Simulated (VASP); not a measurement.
Here is a VASP 6.6.1 calculation.

INCAR

```
  PREC = Accurate
  ENCUT = 520
  EDIFF = 1E-6
  ISMEAR = 0
  SIGMA = 0.1
  LREAL = False
  LASPH = True
  NELM = 150
  ALGO = Normal
  ISIF = 2
  LWAVE = False
  LCHARG = True
  ISPIN = 2
  MAGMOM = 1 1 0 0 1
  LORBIT = 11
  LMAXMIX = 4
  GGA = PE
  LELF = True
  LVHAR = True
  NBANDS = 31
```

File KPOINTS:

```
regular mesh
0
Gamma
  6 6 4
```

Contents of POSCAR:

```
Ti2B2Os
1.0
    4.0170518942      0.0000000000      0.0000000000
   -2.0085259471      3.4788689887      0.0000000000
    0.0000000000      0.0000000000      5.5027032234
Ti B Os
2 2 1
Direct
    0.3333333333      0.6666666667      0.5000000000
    0.6666666667      0.3333333333      0.5000000000
    0.0000000000      0.0000000000      0.3572762344
    0.0000000000      0.0000000000      0.6427237656
    0.0000000000      0.0000000000      0.0000000000
```

Potentials or basis: VASP PAW PBE potentials, release 64 (Ti_sv, B, Os).

Launch:

```sh
$ cat potpaw_PBE.64/Ti_sv/POTCAR potpaw_PBE.64/B/POTCAR potpaw_PBE.64/Os/POTCAR > POTCAR
$ mpirun -np 1 vasp_std > vasp.out
```

Predict the largest force.

0.123 eV/Å.

Estimate the pressure.

1.3 GPa.

Stress tensor (GPa, compression positive):
```
0.90 0.00 0.00
0.00 0.90 0.00
0.00 0.00 2.14
```
